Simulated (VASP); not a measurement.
A run of VASP 6.6.1 is set up as follows.

INCAR

```
ALGO = Normal
EDIFF = 1E-7
ENCUT = 520
GGA = PE
ISIF = 2
ISMEAR = 0
LASPH = T
LCHARG = T
LELF = T
LREAL = F
LVHAR = T
LWAVE = F
NBANDS = 56
NELM = 80
PREC = Accurate
SIGMA = 0.1
```

File KPOINTS:

```
k-points
0
Gamma
  2 2 2
```

Contents of POSCAR:

```
Zr3SiO8
1.0
    6.1127082401      0.0000000000      0.0000000000
    0.0000000000      6.1127082401      0.0000000000
    0.0000000000      0.0000000000      8.7322477439
Zr Si O
3 1 8
Direct
    0.5000000000      0.0000000000      0.2778983734
    1.0000000000      0.5000000000      0.7221016266
    0.5000000000      0.5000000000      1.0000000000
    0.0000000000      0.0000000000      0.5000000000
    0.0000000000      0.7766374607      0.6046498115
    0.5000000000      0.2478812356      0.1381697641
    0.0000000000      0.2233625393      0.6046498115
    0.5000000000      0.7521187644      0.1381697641
    0.2233625393      0.0000000000      0.3953501885
    0.7521187644      0.5000000000      0.8618302359
    0.7766374607      0.0000000000      0.3953501885
    0.2478812356      0.5000000000      0.8618302359
```

Potentials or basis: VASP PAW PBE potentials, release 64 (Zr_sv, Si, O).

Launch:

```sh
$ cat potpaw_PBE.64/Zr_sv/POTCAR potpaw_PBE.64/Si/POTCAR potpaw_PBE.64/O/POTCAR > POTCAR
$ mpirun -np 1 vasp_std > vasp.out
```

(1) What does it give for the band gap on the k mesh?

(2) Estimate the largest force.

(3) What does it give for the pressure?

## Answers

(1) 4.53 eV.

(2) 0.039 eV/Å.

(3) 0.2 GPa.

Caveat: the k points lie up to 0.51 Å⁻¹ apart.
